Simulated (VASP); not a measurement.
# Ca3H2Pt (P4/mmm) in VASP: relaxation of cell and atoms with PBE

Aim: the relaxation of cell and atoms of Ca3H2Pt with PBE.

All numbers are computed with VASP 6.6.1; they aren't measurements. Logs are shortened: lines on timing, memory, paths and dates and some standing lists are left out, and cuts for length are marked.

**1. The cell of the first run**

It takes space group P4/mmm (No. 123, tetragonal). Conventional cell: a = 3.411 Å, b = 3.411 Å, c = 10.681 Å, α = 90.00°, β = 90.00°, γ = 90.00°. Ca (site symmetry 4mm) has 4 Pt at 2.94 Å and 6 Ca at 3.36 to 3.66 Å and 4 H at 3.46 Å within 3.9 Å. Ca (site symmetry 4/mmm) has 8 H at 2.68 Å and 4 Ca at 3.41 Å within 3.5 Å. H (site symmetry 4mm) has 1 H at 2.35 Å and 4 Ca at 2.68 Å within 3.1 Å. Within 3.9 Å of Pt (site symmetry 4/mmm) lie 8 Ca at 2.94 Å and 4 Pt at 3.41 Å.

The cell was built from a structure type or drawn by symmetry, and may not be a known phase.

**2. Relaxation of cell and atoms, PBE**

Contents of INCAR:

```
SYSTEM = Ca3H2Pt
ALGO     = Normal         ! electronic algorithm
EDIFF    = 1E-6           ! SCF threshold, eV
EDIFFG   = -0.01          ! ionic threshold
ENCUT    = 600            ! plane-wave cutoff, eV
GGA      = PE             ! functional
IBRION   = 2              ! ionic algorithm
ISIF     = 3              ! what is computed and relaxed
ISMEAR   = 0              ! smearing method
LASPH    = .True.         ! aspherical terms in the spheres
LCHARG   = .False.        ! write CHGCAR
LREAL    = .False.        ! projectors in reciprocal space
LWAVE    = .False.        ! write WAVECAR
NELM     = 80             ! most SCF steps
NSW      = 100            ! ionic steps
PREC     = Accurate       ! precision mode
SIGMA    = 0.1            ! smearing width, eV
```

Contents of KPOINTS:

```
k-points
0
Gamma
  12 12 4
  0 0 0
```

Contents of POSCAR:

```
Ca3H2Pt
1.0
    3.4111543127      0.0000000000      0.0000000000
    0.0000000000      3.4111543127      0.0000000000
    0.0000000000      0.0000000000     10.6808978711
Ca H Pt
3 2 1
Direct
    0.5000000000      0.5000000000      0.1572067960
    0.5000000000      0.5000000000      0.5000000000
    0.5000000000      0.5000000000      0.8427932040
    0.0000000000      0.0000000000      0.3898383427
    0.0000000000      0.0000000000      0.6101616573
    0.0000000000      0.0000000000      0.0000000000
```

Potentials or basis: VASP PAW PBE potentials, release 64 (Ca_sv, H, Pt).

On the command line:

```
cat potpaw_PBE.64/Ca_sv/POTCAR potpaw_PBE.64/H/POTCAR potpaw_PBE.64/Pt/POTCAR > POTCAR
mpirun -np 1 vasp_std > vasp.out
```

OUTCAR:

```text
SYSTEM = Ca3H2Pt
   EDIFF = 1E-6
   EDIFFG = -0.01
   ENCUT = 600
   GGA = PE
   IBRION = 2
   ISIF = 3
   ISMEAR = 0
   LASPH = .True.
   LREAL = .False.
   NELM = 80
   NSW = 100
   PREC = Accurate

 ion  position               nearest neighbor table
   1  0.500  0.500  0.157-   6 2.94   6 2.94   6 2.94   6 2.94
   2  0.500  0.500  0.500-
   3  0.500  0.500  0.843-   6 2.94   6 2.94   6 2.94   6 2.94
   4  0.000  0.000  0.390-
   5  0.000  0.000  0.610-
   6  0.000  0.000  0.000-   1 2.94   3 2.94   1 2.94   3 2.94   1 2.94   3 2.94   1 2.94   3 2.94

  LATTYP: Found a simple tetragonal cell.
 ALAT       =     3.4111543127
 C/A-ratio  =     3.1311681888

  Lattice vectors:

 A1 = (   3.4111543127,   0.0000000000,   0.0000000000)
 A2 = (   0.0000000000,   3.4111543127,   0.0000000000)
 A3 = (   0.0000000000,   0.0000000000,  10.6808978711)

Analysis of symmetry for initial positions (statically):
=====================================================================
 Subroutine PRICEL returns:
 Original cell was already a primitive cell.

 Routine SETGRP: Setting up the symmetry group for a
 simple tetragonal supercell.

 Subroutine GETGRP returns: Found 16 space group operations
 (whereof 16 operations were pure point group operations)
 out of a pool of 16 trial point group operations.

The static configuration has the point symmetry D_4h.

Analysis of symmetry for dynamics (positions and initial velocities):
=====================================================================
 Subroutine PRICEL returns:
 Original cell was already a primitive cell.

 Routine SETGRP: Setting up the symmetry group for a
 simple tetragonal supercell.

 Subroutine GETGRP returns: Found 16 space group operations
 (whereof 16 operations were pure point group operations)
 out of a pool of 16 trial point group operations.

The dynamic configuration has the point symmetry D_4h.

 Subroutine INISYM returns: Found 16 space group operations
 (whereof 16 operations are pure point group operations),
 and found     1 'primitive' translations

----------------------------------------------------------------------------------------

                                     Primitive cell

  volume of cell :     124.2826

  direct lattice vectors                    reciprocal lattice vectors
     3.411154313  0.000000000  0.000000000     0.293155896  0.000000000  0.000000000
     0.000000000  3.411154313  0.000000000     0.000000000  0.293155896  0.000000000
     0.000000000  0.000000000 10.680897871     0.000000000  0.000000000  0.093625088

  length of vectors
     3.411154313  3.411154313 10.680897871     0.293155896  0.293155896  0.093625088

  position of ions in fractional coordinates (direct lattice)
     0.500000000  0.500000000  0.157206796
     0.500000000  0.500000000  0.500000000
     0.500000000  0.500000000  0.842793204
     0.000000000  0.000000000  0.389838343
     0.000000000  0.000000000  0.610161657
     0.000000000  0.000000000  0.000000000

  ion indices of the primitive-cell ions
   primitive index   ion index
                 1           1
                 2           2
                 3           3
                 4           4
                 5           5
                 6           6

----------------------------------------------------------------------------------------

 KPOINTS: k-points

Automatic generation of k-mesh.
 Grid dimensions read from file:
 generate k-points for:   12   12    4

 Generating k-lattice:

  Cartesian coordinates                     Fractional coordinates (reciprocal lattice)
     0.024429658  0.000000000  0.000000000     0.083333333  0.000000000  0.000000000
     0.000000000  0.024429658  0.000000000     0.000000000  0.083333333  0.000000000
     0.000000000  0.000000000  0.023406272     0.000000000  0.000000000  0.250000000

  Length of vectors
     0.024429658  0.024429658  0.023406272

  Shift w.r.t. Gamma in fractional coordinates (k-lattice)
     0.000000000  0.000000000  0.000000000

 Subroutine IBZKPT returns following result:
 ===========================================

 Found     84 irreducible k-points:

 Following reciprocal coordinates:
            Coordinates               Weight
  0.000000  0.000000  0.000000      1.000000
  0.083333  0.000000  0.000000      4.000000
  0.166667  0.000000  0.000000      4.000000
  0.250000  0.000000  0.000000      4.000000
  0.333333  0.000000  0.000000      4.000000
  0.416667  0.000000  0.000000      4.000000
[... 16 lines left out ...]
  0.333333  0.333333  0.000000      4.000000
  0.416667  0.333333  0.000000      8.000000
 [... further k-points ...]
   k-points           NKPTS =     84   k-points in BZ     NKDIM =     84   number of bands    NBANDS=     25
   number of dos      NEDOS =    301   number of ions     NIONS =      6
   total plane-waves  NPLWV =  70560
   dimension x,y,z NGX =    28 NGY =   28 NGZ =   90
   dimension x,y,z NGXF=    56 NGYF=   56 NGZF=  180
   ions per type =               3   2   1
   NGX,Y,Z   is equivalent  to a cutoff of  13.65, 13.65, 14.01 a.u.
   NGXF,Y,Z  is equivalent  to a cutoff of  27.29, 27.29, 28.02 a.u.
 SYSTEM =  Ca3H2Pt
   PREC   = accura    normal or accurate (medium, high low for compatibility)
   ISTART =      0    job   : 0-new  1-cont  2-samecut
   ICHARG =      2    charge: 1-file 2-atom 10-const
   ISPIN  =      1    spin polarized calculation?
   LNONCOLLINEAR =      F non collinear calculations
   LSORBIT =      F    spin-orbit coupling
   LASPH  =      T    aspherical Exc in radial PAW
   ENCUT  =  600.0 eV  44.10 Ry    6.64 a.u.   6.81  6.81 21.33*2*pi/ulx,y,z
   NELM   =     80;   NELMIN=  2; NELMDL= -5     # of ELM steps
   EDIFF  = 0.1E-05   stopping-criterion for ELM
   LREAL  =      F    real-space projection
   EDIFFG = -.1E-01   stopping-criterion for IOM
   NSW    =    100    number of steps for IOM
   IBRION =      2    ionic relax: 0-MD 1-quasi-New 2-CG
   NFREE  =      1    steps in history (QN), initial steepest desc. (CG)
   ISIF   =      3    stress and relaxation
   ISYM   =      2    0-nonsym 1-usesym 2-fastsym
   POTIM  = 0.5000    time-step for ionic-motion
   TEBEG  =    0.0;   TEEND  =   0.0 temperature during run
   PSTRESS=    0.0 pullay stress
   NELECT =      42.0000    total number of electrons
   NUPDOWN=      -1.0000    fix difference up-down
   EMIN   =  10.00;   EMAX   =-10.00  energy-range for DOS
   EFERMI =   0.00;   METHOD = LEGACY
   ISMEAR =     0;   SIGMA  =   0.10  broadening in eV -4-tet -1-fermi 0-gaus
   EFERMI_NEDOS =   21; number of points for ismear=-14 and -15
   IALGO  =     38    algorithm
   IMIX   =      4    mixing-type and parameters
     AMIX     =   0.40;   BMIX     =  1.00
     AMIX_MAG =   1.60;   BMIX_MAG =  1.00
  volume/ion in A,a.u.               =      20.71       139.78
  Fermi-wavevector in a.u.,A,eV,Ry     =   1.140305  2.154864 17.691600  1.300296
  Thomas-Fermi vector in A             =   2.277007
   LORBIT       =      0    0 simple, 1 ext, 2 COOP (PROOUT), +10 PAW based schemes
   GGA     = PE    functional components
   LHFCALC =     F    Hartree Fock is set to
   AEXX    =    0.0000 exact exchange contribution
   IVDW    =     0    specifies the selected vdW correction
   LEPSILON=     F    determine dielectric tensor
   LRPA    =     F    only Hartree local field effects (RPA)
 conjugate gradient relaxation of ions
 non-spin polarized calculation
 Gauss-broadening in eV      SIGMA  =   0.10
  energy-cutoff  :      600.00
  volume of cell :      124.28
 maximum number of plane-waves:      4179
 NGX is ok and might be reduce to    28
   NGX = 13   NGY = 13   NGZ = 43

--------------------------------------- Ionic step        1  -------------------------------------------

 number of electron      42.0000004 magnetization

 Free energy of the ion-electron system (eV)
  ---------------------------------------------------
  ext. energy  EPLUGINS =         0.00000000
  ---------------------------------------------------
  free energy    TOTEN  =       -20.35655991 eV

  energy without entropy =      -20.33992629  energy(sigma->0) =      -20.34824310

------------------------ aborting loop because EDIFF is reached ----------------------------------------

  FORCE on cell =-STRESS in cart. coord.  units (eV):
  Direction    XX          YY          ZZ          XY          YZ          ZX
  --------------------------------------------------------------------------------------
  -------------------------------------------------------------------------------------
  Total        0.0256906      0.0256906      0.6371381      0.0000000      0.0000000      0.0000000
  in kB        0.3311875      0.3311875      8.2136021      0.0000000      0.0000000      0.0000000
  external PRESSURE =       2.9586591 kB  Pullay stress =       0.0000000 kB
[... 265 lines left out ...]
  energy  without entropy=      -20.3450359660  energy(sigma->0) =      -20.35393249

--------------------------------------- Ionic step        8  -------------------------------------------

 number of electron      42.0000004 magnetization

 Free energy of the ion-electron system (eV)
  ---------------------------------------------------
  ext. energy  EPLUGINS =         0.00000000
  ---------------------------------------------------
  free energy    TOTEN  =       -20.36295832 eV

  energy without entropy =      -20.34536072  energy(sigma->0) =      -20.35415952

 E-fermi :   3.9157     XC(G=0):  -9.0428

 val. band max:        3.9129933220   @ k =   0.4167   0.3333   0.5000
 cond. band min:       3.9193449053   @ k =   0.1667   0.0000   0.0000
 fundamental gap:      0.0063515832
 Fermi energy:         3.9156963262

 k-point     1 :       0.0000    0.0000    0.0000
  band No.  band energies     occupation
      1     -38.3561      2.00000
      2     -37.5270      2.00000
      3     -37.5134      2.00000
      4     -19.3956      2.00000
      5     -19.2092      2.00000
      6     -19.2092      2.00000
[... 661 lines left out ...]
     24       4.8070      0.00000
     25       5.1145      0.00000

 [... further k-points ...]

------------------------ aborting loop because EDIFF is reached ----------------------------------------

  FORCE on cell =-STRESS in cart. coord.  units (eV):
  Direction    XX          YY          ZZ          XY          YZ          ZX
  --------------------------------------------------------------------------------------
  -------------------------------------------------------------------------------------
  Total       -0.0035814     -0.0035814     -0.0055915      0.0000000     -0.0000000      0.0000000
  in kB       -0.0462874     -0.0462874     -0.0722657      0.0000000     -0.0000000      0.0000000
  external PRESSURE =      -0.0549468 kB  Pullay stress =       0.0000000 kB
[... 21 lines left out ...]
  FREE ENERGIE OF THE ION-ELECTRON SYSTEM (eV)
  ---------------------------------------------------
  free  energy   TOTEN  =       -20.3629583235 eV

  energy  without entropy=      -20.3453607151  energy(sigma->0) =      -20.35415952

 reached required accuracy - stopping structural energy minimisation
```

Wall time 45 min (1 thread of Intel Xeon 8259CL, shared host); peak memory 0.5 GiB.

What came out:

* Free energy: -20.3630 eV
* Relaxed volume: 20.66 Å³/atom
* Relaxed cell: a = 3.395 Å, b = 3.395 Å, c = 10.756 Å, α = 90.00°, β = 90.00°, γ = 90.00°
* Space group after relaxing (to 0.1 Å): P4/mmm (No. 123)
* Energy gained by relaxing: 1.1 meV/atom
* Ionic steps: 8
* Pressure after relaxing: 0.0 GPa
* Band gap on the k mesh: zero (bands 21 and 22 overlap by 1.16 eV)

Step by step:
```tsv
step	energy change (eV)	largest force (eV/Å)	pressure (GPa)	volume (Å³)
1	0.0000	0.1729	0.30	124.28
2	-0.0041	0.0730	-0.08	124.97
3	-0.0046	0.0241	-0.26	125.32
4	-0.0057	0.0222	-0.14	124.81
5	-0.0061	0.0212	-0.05	124.42
6	-0.0062	0.0208	-0.01	124.23
7	-0.0063	0.0150	-0.01	124.16
8	-0.0064	0.0012	-0.01	123.97
```

Final structure:
```yaml
crystal:
  lattice:
    - [3.39487, 0.00000, 0.00000]
    - [0.00000, 3.39487, 0.00000]
    - [0.00000, 0.00000, 10.75619]
  atoms:
    - { symbol: Ca, position: [0.50000, 0.50000, 0.15960] }
    - { symbol: Ca, position: [0.50000, 0.50000, 0.50000] }
    - { symbol: Ca, position: [0.50000, 0.50000, 0.84040] }
    - { symbol: H, position: [0.00000, 0.00000, 0.39017] }
    - { symbol: H, position: [0.00000, 0.00000, 0.60983] }
    - { symbol: Pt, position: [0.00000, 0.00000, 0.00000] }
```

Levels at points of the mesh, in eV from the Fermi level:
```tsv
k point	band 17	band 18	band 19	band 20	band 21	band 22	band 23	band 24	band 25
(0.00, 0.00, 0.00)	-3.70	-2.54	-2.54	-2.15	-1.59	-0.15	0.81	1.31	2.03
(0.50, 0.00, 0.00)	-2.97	-2.88	-2.70	-1.76	-0.81	-0.51	0.81	1.33	1.35
(0.50, 0.50, 0.00)	-3.38	-1.92	-1.31	-0.32	0.09	0.09	0.19	0.70	0.70
(0.00, 0.00, 0.50)	-3.40	-2.54	-2.54	-2.32	-2.15	0.40	0.79	1.35	2.00
(0.50, 0.00, 0.50)	-2.88	-2.85	-2.70	-1.54	-0.98	-0.81	1.04	1.20	1.56
(0.50, 0.50, 0.50)	-3.38	-1.66	-1.31	-0.23	-0.19	0.03	0.03	0.91	0.91
```

Caveat: spin-orbit coupling is left out, which moves the levels of the heavy elements.
